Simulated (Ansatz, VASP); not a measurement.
One calculation of Re, two programs

```
Re
1.0
     2.76080    0.00000    0.00000
    -1.38040    2.39092    0.00000
     0.00000    0.00000    4.45820
Re
2
Direct
  0.66667 0.33333 0.75000
  0.33333 0.66667 0.25000
```

Alike in both runs: task single point; functional PBE; k mesh 11 × 11 × 6; occupations gaussian, width 0.019 eV; no spin polarisation.

```csv
,VASP,Ansatz
version,VASP 6.6.1,Ansatz 0.2.0
potentials or method,"VASP PAW PBE potentials, release 64 (Re), cutoff 520 eV","all-electron LAPW, scalar-relativistic"
```

|  | VASP | Ansatz | Ansatz less VASP |
| --- | --- | --- | --- |
| gap on the k mesh at the Fermi level (eV) | none | none | - |
| pressure (GPa) | 5.4 | 5.9 | +0.50 |
| traceless stress, the component that is largest in VASP (GPa) | -0.66 | -0.53 | +0.122 |

A gap of «none» marks a metal or a gap that the smearing closes. Ansatz ran all-electron here, and VASP with PAW potentials.

Neither program's run includes spin-orbit coupling.
